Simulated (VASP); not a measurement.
# SiC in VASP: a series of runs

SiC is run at these levels: PBE; tasks: relaxation of the atoms, single point.

Everything below comes from runs of VASP 6.6.1. Logs are shortened: lines on timing, memory, paths and dates and some standing lists are left out, and cuts for length are marked.

## Step 1: The cell of the first run

The structure is cubic, space group F-43m (No. 216). Conventional cell: a = 4.415 Å, b = 4.415 Å, c = 4.415 Å, α = 90.00°, β = 90.00°, γ = 90.00°. Si (site symmetry -43m) has 4 C at 1.91 Å within 2.5 Å. C (site symmetry -43m) has 4 Si at 1.91 Å within 2.5 Å.

## Step 2: Relaxation of the atoms, PBE (10.76 Å³/atom)

INCAR reads:

```
PREC     = Accurate       # precision mode
ENCUT    = 520            # plane-wave cutoff, eV
EDIFF    = 1E-6           # SCF threshold, eV
ISMEAR   = -1             # smearing method
SIGMA    = 0.02           # smearing width, eV
LREAL    = F              # projectors in reciprocal space
LASPH    = T              # aspherical terms in the spheres
NELM     = 80             # most SCF steps
ALGO     = Normal         # electronic algorithm
ISIF     = 2              # what is computed and relaxed
LWAVE    = F              # write WAVECAR
LCHARG   = F              # write CHGCAR
GGA      = PE             # functional
IBRION   = 2              # ionic algorithm
NSW      = 80             # ionic steps
EDIFFG   = -0.02          # ionic threshold
```

KPOINTS reads:

```
Automatic mesh
0
Gamma
  17 17 17
```

POSCAR reads:

```
SiC
1.0
    0.0000000000      2.2076743409      2.2076743409
    2.2076743409      0.0000000000      2.2076743409
    2.2076743409      2.2076743409      0.0000000000
Si C
1 1
Direct
    0.0000000000      0.0000000000      0.0000000000
    0.2500000000      0.2500000000      0.2500000000
```

Potentials or basis: VASP PAW PBE potentials, release 64 (Si, C).

Started as:

```console
$ cat potpaw_PBE.64/Si/POTCAR potpaw_PBE.64/C/POTCAR > POTCAR
$ mpirun -np 1 vasp_std > vasp.out
```

OUTCAR:

```text
PREC = Accurate
   ENCUT = 520
   EDIFF = 1E-6
   ISMEAR = -1
   LREAL = F
   LASPH = T
   NELM = 80
   ISIF = 2
   GGA = PE
   IBRION = 2
   NSW = 80
   EDIFFG = -0.02

 ion  position               nearest neighbor table
   1  0.000  0.000  0.000-   2 1.91   2 1.91   2 1.91   2 1.91
   2  0.250  0.250  0.250-   1 1.91   1 1.91   1 1.91   1 1.91

  LATTYP: Found a face centered cubic cell.
 ALAT       =     4.4153486818

  Lattice vectors:

 A1 = (   0.0000000000,   2.2076743409,   2.2076743409)
 A2 = (   2.2076743409,   0.0000000000,   2.2076743409)
 A3 = (   2.2076743409,   2.2076743409,   0.0000000000)

Analysis of symmetry for initial positions (statically):
=====================================================================
 Subroutine PRICEL returns:
 Original cell was already a primitive cell.

 Routine SETGRP: Setting up the symmetry group for a
 face centered cubic supercell.

 Subroutine GETGRP returns: Found 24 space group operations
 (whereof 24 operations were pure point group operations)
 out of a pool of 48 trial point group operations.

The static configuration has the point symmetry T_d .

Analysis of symmetry for dynamics (positions and initial velocities):
=====================================================================
 Subroutine PRICEL returns:
 Original cell was already a primitive cell.

 Routine SETGRP: Setting up the symmetry group for a
 face centered cubic supercell.

 Subroutine GETGRP returns: Found 24 space group operations
 (whereof 24 operations were pure point group operations)
 out of a pool of 48 trial point group operations.

The dynamic configuration has the point symmetry T_d .

 Subroutine INISYM returns: Found 24 space group operations
 (whereof 24 operations are pure point group operations),
 and found     1 'primitive' translations

----------------------------------------------------------------------------------------

                                     Primitive cell

  volume of cell :      21.5196

  direct lattice vectors                    reciprocal lattice vectors
     0.000000000  2.207674341  2.207674341    -0.226482679  0.226482679  0.226482679
     2.207674341  0.000000000  2.207674341     0.226482679 -0.226482679  0.226482679
     2.207674341  2.207674341  0.000000000     0.226482679  0.226482679 -0.226482679

  length of vectors
[... 84 lines left out ...]
   EDIFFG = -.2E-01   stopping-criterion for IOM
   NSW    =     80    number of steps for IOM
   IBRION =      2    ionic relax: 0-MD 1-quasi-New 2-CG
   NFREE  =      1    steps in history (QN), initial steepest desc. (CG)
   ISIF   =      2    stress and relaxation
   ISYM   =      2    0-nonsym 1-usesym 2-fastsym
   POTIM  = 0.5000    time-step for ionic-motion
   TEBEG  =    0.0;   TEEND  =   0.0 temperature during run
   PSTRESS=    0.0 pullay stress
   NELECT =       8.0000    total number of electrons
   NUPDOWN=      -1.0000    fix difference up-down
   EMIN   =  10.00;   EMAX   =-10.00  energy-range for DOS
   EFERMI =   0.00;   METHOD = LEGACY
   ISMEAR =    -1;   SIGMA  =   0.02  broadening in eV -4-tet -1-fermi 0-gaus
   EFERMI_NEDOS =   21; number of points for ismear=-14 and -15
   IALGO  =     38    algorithm
   IMIX   =      4    mixing-type and parameters
     AMIX     =   0.40;   BMIX     =  1.00
     AMIX_MAG =   1.60;   BMIX_MAG =  1.00
  volume/ion in A,a.u.               =      10.76        72.61
  Fermi-wavevector in a.u.,A,eV,Ry     =   1.177136  2.224464 18.852888  1.385648
  Thomas-Fermi vector in A             =   2.313487
   LORBIT       =      0    0 simple, 1 ext, 2 COOP (PROOUT), +10 PAW based schemes
   GGA     = PE    functional components
   LHFCALC =     F    Hartree Fock is set to
   AEXX    =    0.0000 exact exchange contribution
   IVDW    =     0    specifies the selected vdW correction
   LEPSILON=     F    determine dielectric tensor
   LRPA    =     F    only Hartree local field effects (RPA)
 conjugate gradient relaxation of ions
 non-spin polarized calculation
  energy-cutoff  :      520.00
  volume of cell :       21.52
 maximum number of plane-waves:       590
   NGX = 11   NGY = 11   NGZ = 11

 number of electron       8.0000001 magnetization

 Free energy of the ion-electron system (eV)
  ---------------------------------------------------
  ext. energy  EPLUGINS =         0.00000000
  ---------------------------------------------------
  free energy    TOTEN  =       -15.05288228 eV

  energy without entropy =      -15.05288228  energy(sigma->0) =      -15.05288228

 E-fermi :   8.0426     XC(G=0): -11.1858

 val. band max:        7.6724336206   @ k =   0.0000   0.0000   0.0000
 cond. band min:       9.1038747177   @ k =   0.4706   0.4706   0.0000
 fundamental gap:      1.4314410970
 Fermi energy:         8.0425847334

 k-point     1 :       0.0000    0.0000    0.0000
  band No.  band energies     occupation
      1      -7.4262      2.00000
      2       7.6724      2.00000
      3       7.6724      2.00000
      4       7.6724      2.00000
      5      13.4483      0.00000
      6      14.7130      0.00000
      7      14.7130      0.00000
      8      14.7130      0.00000
[... 243 lines left out ...]
 k-point    24 :      -0.1176    0.0588    0.0000
  band No.  band energies     occupation
      1      -7.0129      2.00000
      2       5.8963      2.00000
      3       7.0163      2.00000
      4       7.5761      2.00000
      5      13.9545      0.00000
      6      14.8222      0.00000
      7      14.9876      0.00000
      8      15.7401      0.00000

 [... further k-points ...]

------------------------ aborting loop because EDIFF is reached ----------------------------------------

  FORCE on cell =-STRESS in cart. coord.  units (eV):
  Direction    XX          YY          ZZ          XY          YZ          ZX
  --------------------------------------------------------------------------------------
  -------------------------------------------------------------------------------------
  Total       -0.6657317     -0.6657317     -0.6657317      0.0000000      0.0000000     -0.0000000
  in kB      -49.5649604    -49.5649604    -49.5649604      0.0000000      0.0000000     -0.0000000
  external PRESSURE =     -49.5649604 kB  Pullay stress =       0.0000000 kB

 VOLUME and BASIS-vectors are now :
 -----------------------------------------------------------------------------
  energy-cutoff  :      520.00
  volume of cell :       21.52
      direct lattice vectors                 reciprocal lattice vectors
     0.000000000  2.207674341  2.207674341    -0.226482679  0.226482679  0.226482679
     2.207674341  0.000000000  2.207674341     0.226482679 -0.226482679  0.226482679
     2.207674341  2.207674341  0.000000000     0.226482679  0.226482679 -0.226482679

 POSITION                                       TOTAL-FORCE (eV/Angst)
 -----------------------------------------------------------------------------------
      0.00000      0.00000      0.00000        -0.000000     -0.000000     -0.000000
      1.10384      1.10384      1.10384         0.000000      0.000000      0.000000
 -----------------------------------------------------------------------------------
    total drift:                                0.000000      0.000000      0.000000

  FREE ENERGIE OF THE ION-ELECTRON SYSTEM (eV)
  ---------------------------------------------------
  free  energy   TOTEN  =       -15.0528822849 eV

  energy  without entropy=      -15.0528822849  energy(sigma->0) =      -15.05288228

 reached required accuracy - stopping structural energy minimisation
```

Wall time 15 s (1 thread of Intel Xeon Platinum 8259CL at 2.50GHz (Skylake/Cascade Lake), shared host); peak memory 0.15 GiB.

Results:

| Quantity | Value |
| --- | --- |
| Free energy | -15.0529 eV |
| Pressure after relaxing | -5.0 GPa |
| Band gap on the k mesh | 1.43 eV (least direct gap 4.52 eV) |

Final structure:
```
Si C
1.0
     0.00000    2.20767    2.20767
     2.20767    0.00000    2.20767
     2.20767    2.20767    0.00000
Si C
1 1
Cartesian
  0.0000 0.0000 0.0000
  1.1038 1.1038 1.1038
```

Levels at points of the mesh, in eV from the valence-band top:
```csv
k point,band 1,band 2,band 3,band 4,band 5,band 6,band 7,band 8
"(0.00, 0.00, 0.00)",-15.10,0.00,0.00,0.00,5.78,7.04,7.04,7.04
```

Caveat: the relaxation stopped at its first step, so nothing moved; an odd mesh through Γ misses points on the zone boundary, where band edges can lie.

## Step 3: Relaxation of the atoms, PBE (z stretched by -2 %)

INCAR reads:

```
SYSTEM = SiC
ALGO = Normal ; EDIFF = 1E-7
EDIFFG = -0.02 ; ENCUT = 520
GGA = PE ; GGA_COMPAT = .False.
IBRION = 2 ; ISIF = 2
ISMEAR = -1 ; LASPH = .True.
LCHARG = .False. ; LREAL = .False.
LWAVE = .False. ; NELM = 120
NELMIN = 4 ; NSW = 80
PREC = Accurate ; SIGMA = 0.02
```

KPOINTS reads:

```
k-points
0
Gamma
  17 17 17
  0 0 0
```

POSCAR reads:

```
SiC
1.0
    0.0000000000      2.1790000000      2.1354200000
    2.1790000000      0.0000000000      2.1354200000
    2.1790000000      2.1790000000      0.0000000000
Si C
1 1
Direct
    0.0000000000      0.0000000000      0.0000000000
    0.2500000000      0.2500000000      0.2500000000
```

Potentials or basis: VASP PAW PBE potentials, release 64 (Si, C).

Started as:

```console
$ cat potpaw_PBE.64/Si/POTCAR potpaw_PBE.64/C/POTCAR > POTCAR
$ mpirun -np 1 vasp_std > vasp.out
```

Wall time 34 s (1 thread of Intel Xeon Platinum 8375C at 2.90GHz (Ice Lake), shared host); peak memory 0.19 GiB.

It converged, with:

| Item | Value |
| --- | --- |
| Free energy | -15.0391 eV |
| Pressure after relaxing | 7.9 GPa |
| Band gap on the k mesh | 1.17 eV (least direct gap 4.56 eV) |

Stress tensor (GPa, compression positive):
```
 6.24  0.00  0.00
 0.00  6.24  0.00
 0.00  0.00 11.22
```

Final structure:
```yaml
crystal:
  lattice:
    - [0.00000, 2.17900, 2.13542]
    - [2.17900, 0.00000, 2.13542]
    - [2.17900, 2.17900, 0.00000]
  atoms:
    - { symbol: Si, position: [0.00000, 0.00000, 0.00000] }
    - { symbol: C, position: [0.25000, 0.25000, 0.25000] }
```

Levels at points of the mesh, in eV from the valence-band top:
```csv
k point,band 1,band 2,band 3,band 4,band 5,band 6,band 7,band 8
"(0.00, 0.00, 0.00)",-15.65,-0.13,-0.13,0.00,6.38,7.32,7.38,7.38
```

Caveat: the cell differs from its parent crystal (z stretched by -2 %); the relaxation stopped at its first step, so nothing moved; an odd mesh through Γ misses points on the zone boundary, where band edges can lie.

## Step 4: Single point, PBE

This run uses another cell than the first one, of 10.35 Å³/atom.

INCAR reads:

```
PREC = Accurate
ENCUT = 520
EDIFF = 1E-6
ISMEAR = -1
SIGMA = 0.02
LREAL = False
LASPH = True
NELM = 80
ALGO = Normal
ISIF = 2
LWAVE = False
LCHARG = True
GGA = PE
LELF = True
LVHAR = True
NBANDS = 11
```

KPOINTS reads:

```
Automatic mesh
0
Gamma
  17 17 17
```

POSCAR reads:

```
SiC
1.0
    0.0000000000      2.1790000000      2.1790000000
    2.1790000000      0.0000000000      2.1790000000
    2.1790000000      2.1790000000      0.0000000000
Si C
1 1
Direct
    0.0000000000      0.0000000000      0.0000000000
    0.2500000000      0.2500000000      0.2500000000
```

Potentials or basis: VASP PAW PBE potentials, release 64 (Si, C).

Started as:

```console
$ cat potpaw_PBE.64/Si/POTCAR potpaw_PBE.64/C/POTCAR > POTCAR
$ mpirun -np 1 vasp_std > vasp.out
```

OUTCAR:

```text
PREC = Accurate
   ENCUT = 520
   EDIFF = 1E-6
   ISMEAR = -1
   LREAL = False
   LASPH = True
   NELM = 80
   ISIF = 2
   GGA = PE

 ion  position               nearest neighbor table
   1  0.000  0.000  0.000-   2 1.89   2 1.89   2 1.89   2 1.89
   2  0.250  0.250  0.250-   1 1.89   1 1.89   1 1.89   1 1.89

  LATTYP: Found a face centered cubic cell.
 ALAT       =     4.3580000000

  Lattice vectors:

 A1 = (   0.0000000000,   2.1790000000,   2.1790000000)
[... 520 lines left out ...]

------------------------ aborting loop because EDIFF is reached ----------------------------------------

  FORCE on cell =-STRESS in cart. coord.  units (eV):
  Direction    XX          YY          ZZ          XY          YZ          ZX
  --------------------------------------------------------------------------------------
  -------------------------------------------------------------------------------------
  Total        0.4147918      0.4147918      0.4147918      0.0000000      0.0000000      0.0000000
  in kB       32.1173045     32.1173045     32.1173045      0.0000000      0.0000000      0.0000000
  external PRESSURE =      32.1173045 kB  Pullay stress =       0.0000000 kB

 VOLUME and BASIS-vectors are now :
 -----------------------------------------------------------------------------
  energy-cutoff  :      520.00
  volume of cell :       20.69
      direct lattice vectors                 reciprocal lattice vectors
     0.000000000  2.179000000  2.179000000    -0.229463056  0.229463056  0.229463056
     2.179000000  0.000000000  2.179000000     0.229463056 -0.229463056  0.229463056
     2.179000000  2.179000000  0.000000000     0.229463056  0.229463056 -0.229463056

 POSITION                                       TOTAL-FORCE (eV/Angst)
 -----------------------------------------------------------------------------------
      0.00000      0.00000      0.00000        -0.000000     -0.000000     -0.000000
      1.08950      1.08950      1.08950         0.000000      0.000000      0.000000
 -----------------------------------------------------------------------------------
    total drift:                                0.000000      0.000000      0.000000

  FREE ENERGIE OF THE ION-ELECTRON SYSTEM (eV)
  ---------------------------------------------------
  free  energy   TOTEN  =       -15.0578669436 eV

  energy  without entropy=      -15.0578669436  energy(sigma->0) =      -15.05786694
```

OSZICAR:

```text
N       E                     dE             d eps       ncg     rms          rms(c)
DAV:   1     0.345128804486E+01    0.34513E+01   -0.39809E+03  3806   0.612E+02
DAV:   2    -0.163224782481E+02   -0.19774E+02   -0.18821E+02  4570   0.109E+02
DAV:   3    -0.169105087334E+02   -0.58803E+00   -0.58698E+00  4463   0.156E+01
DAV:   4    -0.169127070919E+02   -0.21984E-02   -0.21982E-02  4185   0.122E+00
DAV:   5    -0.169127168964E+02   -0.98045E-05   -0.98045E-05  4466   0.753E-02    0.881E+00
DAV:   6    -0.151148052127E+02    0.17979E+01   -0.64898E+00  4059   0.114E+01    0.391E+00
DAV:   7    -0.150653702619E+02    0.49435E-01   -0.38501E-01  4359   0.355E+00    0.178E+00
DAV:   8    -0.150576503535E+02    0.77199E-02   -0.20253E-02  4125   0.947E-01    0.171E-01
DAV:   9    -0.150577541665E+02   -0.10381E-03   -0.16415E-03  4586   0.231E-01    0.113E-01
DAV:  10    -0.150578644080E+02   -0.11024E-03   -0.23800E-04  4086   0.937E-02    0.261E-02
DAV:  11    -0.150578665375E+02   -0.21296E-05   -0.42375E-05  4380   0.337E-02    0.694E-03
DAV:  12    -0.150578669436E+02   -0.40610E-06   -0.19613E-06  3533   0.840E-03
   1 F= -.15057867E+02 E0= -.15057867E+02  d E =-.569273E-12
```

Wall time 52 s (1 thread of AMD EPYC 7R43 (Zen 3), shared host); peak memory 0.12 GiB.

What came out:

- Free energy: -15.0579 eV
- Pressure: 3.2 GPa
- Band gap on the k mesh: 1.40 eV (least direct gap 4.56 eV)

Caveat: the cell stands under pressure; an odd mesh through Γ misses points on the zone boundary, where band edges can lie.

## Step 5: Summary

| task | cell | gap on the mesh (eV) | pressure (GPa) |
| --- | --- | --- | --- |
| relaxation of the atoms | atoms relaxed from a = 3.122 Å, angles 60.0°, 2 atoms | 1.43 | -5.0 |
| relaxation of the atoms | atoms relaxed from a = 3.051, b = 3.051, c = 3.082 Å, angles 59.7, 59.7, 60.7°, 2 atoms | 1.17 | 7.9 |
| single point | a = 3.082 Å, angles 60.0°, 2 atoms | 1.40 | 3.2 |

Alike in all rows: level PBE; potentials or basis VASP PAW PBE potentials, release 64 (Si, C); no spin polarisation; k mesh 17 × 17 × 17; cutoff (eV) 520; smearing fermi-dirac 0.02 eV.

Caveats: an odd mesh through Γ misses points on the zone boundary, where band edges can lie; the relaxation stopped at its first step, so nothing moved (at least some runs); the cell stands under pressure (at least some runs).

Absolute energies hang on the potentials; compare differences alone.
